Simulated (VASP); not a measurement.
System: P, a slab with vacuum.

```xyz
4
Lattice="4.6275 0.0000 0.0000 0.0000 3.2919 0.0000 0.0000 0.0000 27.8196" Properties=species:S:1:pos:R:3 pbc="T T T"
P     0.4222    0.0000   10.5418
P     1.8915    1.6459   10.5418
P     2.7360    1.6459    8.4582
P     4.2053    0.0000    8.4582
```

Base run:

* Program: VASP 6.6.1
* Functional: PBE
* Potentials or basis: VASP PAW PBE potentials, release 64 (P)
* Cutoff: 520 eV
* k mesh: 6 × 8 × 1
* Occupations: fermi-dirac, width 0.02 eV
* Spin: no spin polarisation

Its results: band gap on the k mesh 0.93 eV; largest force 0.210 eV/Å.

The run is repeated on the same cell with these changes: functional from PBE to r2SCAN; occupations from fermi-dirac, width 0.02 eV to gaussian, width 0.01 eV. What comes out?

Band gap on the k mesh 1.12 eV; largest force 0.098 eV/Å.

Caveats: the PAW data sets were made with another functional, which shifts forces and pressure a little (at least some runs).

A k mesh can miss the band edges.
